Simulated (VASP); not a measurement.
# SiGe2N2 (P4/mbm) in VASP: notebook, part 2 of 2

VASP 6.6.1.

### 6 Relaxation of cell and atoms, PBE

The input, INCAR:

```
SYSTEM = SiGe2N2
PREC = Accurate ; ENCUT = 600
EDIFF = 1E-6 ; ISMEAR = 0
SIGMA = 0.1 ; LREAL = .False.
LASPH = .True. ; NELM = 60
ALGO = Normal ; ISIF = 3
LWAVE = .False. ; LCHARG = .False.
GGA = PE ; IBRION = 2
NSW = 90 ; EDIFFG = -0.04
```

The input, KPOINTS:

```
regular mesh
0
Gamma
  4 4 4
  0 0 0
```

The input, POSCAR:

```
SiGe2N2
1.0
    5.4966775773      0.0000000000      0.0000000000
    0.0000000000      5.4966775773      0.0000000000
    0.0000000000      0.0000000000      4.0280817337
Si Ge N
2 4 4
Direct
    0.0000000000      0.0000000000      0.0000000000
    0.5000000000      0.5000000000      0.0000000000
    0.3613000000      0.8613000000      0.5000000000
    0.1387000000      0.3613000000      0.5000000000
    0.6387000000      0.1387000000      0.5000000000
    0.8613000000      0.6387000000      0.5000000000
    0.1601000000      0.6601000000      0.5000000000
    0.3399000000      0.1601000000      0.5000000000
    0.8399000000      0.3399000000      0.5000000000
    0.6601000000      0.8399000000      0.5000000000
```

Potentials or basis: VASP PAW PBE potentials, release 64 (Si, Ge_d, N).

Started as:

```bash
> cat potpaw_PBE.64/Si/POTCAR potpaw_PBE.64/Ge_d/POTCAR potpaw_PBE.64/N/POTCAR > POTCAR
> mpirun -np 1 vasp_std > vasp.out
```

Run time: 31 min. Hardware: 1 thread of Oxide Virtual Turin-like, shared host; peak memory 0.3 GiB.

It converged, with:

| Quantity | Value |
| --- | --- |
| Free energy | -52.0251 eV |
| Relaxed volume | 14.31 Å³/atom |
| Relaxed cell | a = 6.573 Å, b = 6.573 Å, c = 3.312 Å, α = 90.00°, β = 90.00°, γ = 90.00° |
| Space group after relaxing (to 0.05 Å) | P4/mbm (No. 127) |
| Energy gained by relaxing | 1616.1 meV/atom |
| Ionic steps | 22 |
| Pressure after relaxing | 0.0 GPa |
| Largest force after relaxing | 0.022 eV/Å |
| Band gap on the k mesh | zero (band 42 reaches 7.56 eV, above the bottom of band 43 at 6.11 eV) |

Forces on the atoms (eV/Å):
```
Si   0.000  0.000  0.000
Si   0.000  0.000  0.000
Ge   0.002  0.002  0.000
Ge  -0.002  0.002  0.000
Ge  -0.002 -0.002  0.000
Ge   0.002 -0.002  0.000
N    0.016  0.016  0.000
N   -0.016  0.016  0.000
N   -0.016 -0.016  0.000
N    0.016 -0.016  0.000
```

Stress tensor (GPa, compression positive):
```
-0.04  0.00  0.00
 0.00 -0.04  0.00
 0.00  0.00  0.13
```

The path:
```
step  energy change (eV)  largest force (eV/Å)  pressure (GPa)  volume (Å³)
   1              0.0000                4.7299           89.59       121.70
   2             -4.7026                0.8458          -18.29       276.65
   3            -14.6329                2.3061           -5.02       183.09
   4            -14.7043                2.4885           -3.50       179.67
   5            -14.7293                2.6875           -1.86       176.23
   6            -15.1311                1.8203           -2.42       174.75
   7            -15.2630                0.8736           -3.21       175.28
   8            -15.5332                0.7838           -1.51       167.80
   9            -15.7397                0.6545            1.62       157.63
  10            -15.9122                0.3900           -0.48       155.92
  11            -15.9249                0.7005           -1.04       155.32
  12            -16.0196                0.5422           -1.90       152.86
  13            -16.0667                0.4229           -2.72       150.22
  14            -16.1278                0.3660            0.04       145.20
  15            -16.1284                0.4039            0.48       144.49
  16            -16.1507                0.1222            0.82       143.07
  17            -16.1529                0.1814            0.97       142.36
  18            -16.1602                0.0463           -0.24       143.28
  19            -16.1605                0.0658           -0.03       143.15
  20            -16.1605                0.0628           -0.12       143.16
  21            -16.1608                0.0480            0.19       143.04
  22            -16.1609                0.0221            0.02       143.08
```

Final structure:
```yaml
crystal:
  lattice:
    - [6.57283, 0.00000, 0.00000]
    - [0.00000, 6.57283, 0.00000]
    - [0.00000, 0.00000, 3.31189]
  atoms:
    - { symbol: Si, position: [0.00000, 0.00000, 0.00000] }
    - { symbol: Si, position: [0.50000, 0.50000, 0.00000] }
    - { symbol: Ge, position: [0.34078, 0.84078, 0.50000] }
    - { symbol: Ge, position: [0.15922, 0.34078, 0.50000] }
    - { symbol: Ge, position: [0.65922, 0.15922, 0.50000] }
    - { symbol: Ge, position: [0.84078, 0.65922, 0.50000] }
    - { symbol: N, position: [0.13569, 0.63569, 0.50000] }
    - { symbol: N, position: [0.36431, 0.13569, 0.50000] }
    - { symbol: N, position: [0.86431, 0.36431, 0.50000] }
    - { symbol: N, position: [0.63569, 0.86431, 0.50000] }
```

Levels at points of the mesh, in eV from the Fermi level:
```
           k point  band 40  band 41  band 42  band 43  band 44  band 45
(0.00, 0.00, 0.00)    -1.70    -1.45     0.29     0.76     0.76     2.65
(0.50, 0.00, 0.00)    -1.01    -0.63    -0.63     0.85     0.85     2.65
(0.50, 0.50, 0.00)    -1.84     1.02     1.02     1.08     1.08     2.54
(0.00, 0.00, 0.50)    -1.82    -1.82    -1.58    -0.07     0.92     0.92
(0.50, 0.00, 0.50)    -1.49    -1.47    -1.47     0.43     0.43     1.00
(0.50, 0.50, 0.50)    -2.30    -0.16    -0.16    -0.14    -0.14    -0.08
```

Caveat: the k points lie up to 0.47 Å⁻¹ apart in the final cell; the volume moved by over 15 % at a fixed basis, so the end points are rough.

### 7 Relaxation of cell and atoms, PBE

This run uses another cell than the first one, of 14.39 Å³/atom, 1.183 times its volume.

The input, INCAR:

```
ALGO = Normal
EDIFF = 1E-6
EDIFFG = -0.04
ENCUT = 600
GGA = PE
IBRION = 2
ISIF = 3
ISMEAR = 0
LASPH = T
LCHARG = F
LREAL = F
LWAVE = F
NELM = 100
NSW = 90
PREC = Accurate
SIGMA = 0.1
```

The input, KPOINTS:

```
k-points
0
Gamma
  4 4 6
```

The input, POSCAR:

```
SiGe2N2
1.0
    6.5828830496      0.0000000000      0.0000000000
    0.0000000000      6.5828830496      0.0000000000
    0.0000000000      0.0000000000      3.3210104698
Si Ge N
2 4 4
Direct
    0.0000000000      0.0000000000      0.0000000000
    0.5000000000      0.5000000000      0.0000000000
    0.3412082279      0.8412082279      0.5000000000
    0.1587917721      0.3412082279      0.5000000000
    0.6587917721      0.1587917721      0.5000000000
    0.8412082279      0.6587917721      0.5000000000
    0.1358739887      0.6358739887      0.5000000000
    0.3641260113      0.1358739887      0.5000000000
    0.8641260113      0.3641260113      0.5000000000
    0.6358739887      0.8641260113      0.5000000000
```

Potentials or basis: VASP PAW PBE potentials, release 64 (Si, Ge_d, N).

Started as:

```bash
> cat potpaw_PBE.64/Si/POTCAR potpaw_PBE.64/Ge_d/POTCAR potpaw_PBE.64/N/POTCAR > POTCAR
> mpirun -np 1 vasp_std > vasp.out
```

OUTCAR:

```text
EDIFF = 1E-6
   EDIFFG = -0.04
   ENCUT = 600
   GGA = PE
   IBRION = 2
   ISIF = 3
   ISMEAR = 0
   LASPH = T
   LREAL = F
   NELM = 100
   NSW = 90
   PREC = Accurate

 ion  position               nearest neighbor table
   1  0.000  0.000  0.000-   3 2.98   4 2.98   5 2.98   6 2.98   3 2.98   4 2.98   5 2.98   6 2.98

   2  0.500  0.500  0.000-   3 2.98   4 2.98   5 2.98   6 2.98   3 2.98   4 2.98   5 2.98   6 2.98

   3  0.341  0.841  0.500-   7 1.91   8 1.95  10 1.95   2 2.98   1 2.98   1 2.98   2 2.98
   4  0.159  0.341  0.500-   8 1.91   7 1.95   9 1.95   2 2.98   1 2.98   1 2.98   2 2.98
   5  0.659  0.159  0.500-   9 1.91   8 1.95  10 1.95   2 2.98   1 2.98   1 2.98   2 2.98
   6  0.841  0.659  0.500-  10 1.91   9 1.95   7 1.95   2 2.98   1 2.98   1 2.98   2 2.98
   7  0.136  0.636  0.500-   3 1.91   4 1.95   6 1.95
   8  0.364  0.136  0.500-   4 1.91   3 1.95   5 1.95
   9  0.864  0.364  0.500-   5 1.91   4 1.95   6 1.95
  10  0.636  0.864  0.500-   6 1.91   5 1.95   3 1.95

  LATTYP: Found a simple tetragonal cell.
 ALAT       =     6.5828830496
 C/A-ratio  =     0.5044917925

  Lattice vectors:

 A1 = (   6.5828830496,   0.0000000000,   0.0000000000)
 A2 = (   0.0000000000,   6.5828830496,   0.0000000000)
 A3 = (   0.0000000000,   0.0000000000,   3.3210104698)

Analysis of symmetry for initial positions (statically):
=====================================================================
 Subroutine PRICEL returns:
 Original cell was already a primitive cell.

 Routine SETGRP: Setting up the symmetry group for a
 simple tetragonal supercell.

 Subroutine GETGRP returns: Found 16 space group operations
 (whereof  8 operations were pure point group operations)
 out of a pool of 16 trial point group operations.

The static configuration has the point symmetry C_4h.
 The point group associated with its full space group is D_4h.

Analysis of symmetry for dynamics (positions and initial velocities):
=====================================================================
 Subroutine PRICEL returns:
 Original cell was already a primitive cell.

 Routine SETGRP: Setting up the symmetry group for a
 simple tetragonal supercell.
[... 133 lines left out ...]
   NUPDOWN=      -1.0000    fix difference up-down
   EMIN   =  10.00;   EMAX   =-10.00  energy-range for DOS
   EFERMI =   0.00;   METHOD = LEGACY
   ISMEAR =     0;   SIGMA  =   0.10  broadening in eV -4-tet -1-fermi 0-gaus
   EFERMI_NEDOS =   21; number of points for ismear=-14 and -15
   IALGO  =     38    algorithm
   IMIX   =      4    mixing-type and parameters
     AMIX     =   0.40;   BMIX     =  1.00
     AMIX_MAG =   1.60;   BMIX_MAG =  1.00
  volume/ion in A,a.u.               =      14.39        97.12
  Fermi-wavevector in a.u.,A,eV,Ry     =   1.368150  2.585429 25.467858  1.871835
  Thomas-Fermi vector in A             =   2.494140
   LORBIT       =      0    0 simple, 1 ext, 2 COOP (PROOUT), +10 PAW based schemes
   GGA     = PE    functional components
   LHFCALC =     F    Hartree Fock is set to
   AEXX    =    0.0000 exact exchange contribution
   IVDW    =     0    specifies the selected vdW correction
   LEPSILON=     F    determine dielectric tensor
   LRPA    =     F    only Hartree local field effects (RPA)
 conjugate gradient relaxation of ions
 non-spin polarized calculation
 Gauss-broadening in eV      SIGMA  =   0.10
  energy-cutoff  :      600.00
  volume of cell :      143.91
 maximum number of plane-waves:      4828
 NGX is ok and might be reduce to    54
   NGX = 27   NGY = 27   NGZ = 13

--------------------------------------- Ionic step        1  -------------------------------------------

 number of electron      84.0000019 magnetization

 Free energy of the ion-electron system (eV)
  ---------------------------------------------------
  ext. energy  EPLUGINS =         0.00000000
  ---------------------------------------------------
  free energy    TOTEN  =       -52.03325919 eV

  energy without entropy =      -52.01760084  energy(sigma->0) =      -52.02543002

------------------------ aborting loop because EDIFF is reached ----------------------------------------

  FORCE on cell =-STRESS in cart. coord.  units (eV):
  Direction    XX          YY          ZZ          XY          YZ          ZX
  --------------------------------------------------------------------------------------
  -------------------------------------------------------------------------------------
  Total        1.0262410      1.0262410     -0.3882197      0.0000000      0.0000000      0.0000000
  in kB       11.4250314     11.4250314     -4.3220090      0.0000000      0.0000000      0.0000000
  external PRESSURE =       6.1760180 kB  Pullay stress =       0.0000000 kB
[... 119 lines left out ...]
--------------------------------------- Ionic step        4  -------------------------------------------

 number of electron      84.0000001 magnetization

 Free energy of the ion-electron system (eV)
  ---------------------------------------------------
  ext. energy  EPLUGINS =         0.00000000
  ---------------------------------------------------
  free energy    TOTEN  =       -52.03910601 eV

  energy without entropy =      -52.02381281  energy(sigma->0) =      -52.03145941

 E-fermi :   6.3865     XC(G=0): -10.9360

 val. band max:        6.3536008529   @ k =   0.0000   0.0000   0.5000
 cond. band min:       6.3970075452   @ k =   0.2500   0.2500   0.5000
 fundamental gap:      0.0434066923
 Fermi energy:         6.3865057407

 k-point     1 :       0.0000    0.0000    0.0000
  band No.  band energies     occupation
      1     -18.9466      2.00000
      2     -18.8929      2.00000
      3     -18.8888      2.00000
      4     -18.8888      2.00000
      5     -18.8479      2.00000
      6     -18.8479      2.00000
[... 1298 lines left out ...]
  FREE ENERGIE OF THE ION-ELECTRON SYSTEM (eV)
  ---------------------------------------------------
  free  energy   TOTEN  =       -52.0391060058 eV

  energy  without entropy=      -52.0238128108  energy(sigma->0) =      -52.03145941

 reached required accuracy - stopping structural energy minimisation
```

OSZICAR:

```text
N       E                     dE             d eps       ncg     rms          rms(c)
DAV:   1     0.111040813835E+04    0.11104E+04   -0.41072E+04  3002   0.434E+03
[... 34 lines left out ...]
DAV:   1    -0.520448982813E+02   -0.71132E-02   -0.27058E-01  2592   0.356E+00    0.456E-01
DAV:   2    -0.520406013757E+02    0.42969E-02   -0.15401E-02  3142   0.117E+00    0.237E-01
DAV:   3    -0.520393471877E+02    0.12542E-02   -0.24754E-03  3192   0.444E-01    0.105E-01
DAV:   4    -0.520391066488E+02    0.24054E-03   -0.72587E-04  3106   0.188E-01    0.256E-02
DAV:   5    -0.520391055896E+02    0.10592E-05   -0.15446E-04  2816   0.111E-01    0.135E-02
DAV:   6    -0.520391055084E+02    0.81111E-07   -0.16622E-05  2756   0.293E-02    0.541E-03
DAV:   7    -0.520391060058E+02   -0.49736E-06   -0.16121E-06  1618   0.865E-03
   4 F= -.52039106E+02 E0= -.52031459E+02  d E =-.132073E-02
```

Wall time 10 min (1 thread of Oxide Virtual Turin-like, shared host); peak memory 0.35 GiB.

Results:

```yaml
Free_energy: -52.0391 eV
Relaxed_volume: 14.44 Å³/atom
Relaxed_cell: a = 6.607 Å, b = 6.607 Å, c = 3.309 Å, α = 90.00°, β = 90.00°, γ = 90.00°
Space_group_after_relaxing_to_0.05_Å: P4/mbm (No. 127)
Energy_gained_by_relaxing: 0.6 meV/atom
Ionic_steps: 4
Pressure_after_relaxing: -0.2 GPa
Largest_force_after_relaxing: 0.021 eV/Å
Band_gap_on_the_k_mesh: zero (band 42 reaches 7.43 eV, above the bottom of band 43 at 5.78 eV)
```

Forces in eV/Å, atoms in the order of the input:
```
Si   0.000  0.000  0.000
Si   0.000  0.000  0.000
Ge  -0.015 -0.015  0.000
Ge   0.015 -0.015  0.000
Ge   0.015  0.015  0.000
Ge  -0.015  0.015  0.000
N   -0.004 -0.004  0.000
N    0.004 -0.004  0.000
N    0.004  0.004  0.000
N   -0.004  0.004  0.000
```

The path:
```tsv
step	energy change (eV)	largest force (eV/Å)	pressure (GPa)	volume (Å³)
1	0.0000	0.1095	0.62	143.91
2	-0.0035	0.0940	-0.61	145.07
3	-0.0045	0.0679	-0.25	144.70
4	-0.0058	0.0209	-0.21	144.44
```

Final structure:
```
Si Ge N
1.0
     6.60673    0.00000    0.00000
     0.00000    6.60673    0.00000
     0.00000    0.00000    3.30908
Si Ge N
2 4 4
Direct
  0.00000 0.00000 0.00000
  0.50000 0.50000 0.00000
  0.34075 0.84075 0.50000
  0.15925 0.34075 0.50000
  0.65925 0.15925 0.50000
  0.84075 0.65925 0.50000
  0.13551 0.63551 0.50000
  0.36449 0.13551 0.50000
  0.86449 0.36449 0.50000
  0.63551 0.86449 0.50000
```

### 8 The runs side by side

| task | cell | k mesh | cutoff (eV) | gap on the mesh (eV) | pressure (GPa) | relaxed volume (Å³/atom) | largest force (eV/Å) |
| --- | --- | --- | --- | --- | --- | --- | --- |
| single point | a = 5.497, b = 5.497, c = 4.028 Å, 10 atoms | 4 × 4 × 4 | 520 | none | 89.6 | - | 4.73 |
| single point | a = 6.583, b = 6.583, c = 3.321 Å, 10 atoms | 4 × 4 × 4 | 520 | none | -0.1 | - | 0.05 |
| single point | a = 6.610, b = 6.610, c = 3.296 Å, 10 atoms | 4 × 4 × 6 | 520 | none | -0.2 | - | 0.01 |
| single point | a = 6.609, b = 6.609, c = 3.300 Å, 10 atoms | 6 × 6 × 12 | 520 | none | -0.2 | - | 0.01 |
| relaxation of cell and atoms | relaxed from a = 5.497, b = 5.497, c = 4.028 Å, 10 atoms | 4 × 4 × 4 | 600 | none | 0.0 | 14.31 | 0.02 |
| relaxation of cell and atoms | relaxed from a = 6.583, b = 6.583, c = 3.321 Å, 10 atoms | 4 × 4 × 6 | 600 | none | -0.2 | 14.44 | 0.02 |

Alike in all rows: level PBE; potentials or basis VASP PAW PBE potentials, release 64 (Si, Ge_d, N); no spin polarisation; smearing gaussian 0.1 eV.

Caveats: some runs use coarse meshes; forces of over 1 eV/Å act on the atoms, so gaps and moduli don't describe the material at rest (some runs); the volume moved by over 15 % at a fixed basis, so the end points are rough (some runs).

Absolute energies hang on the potentials; compare differences alone.
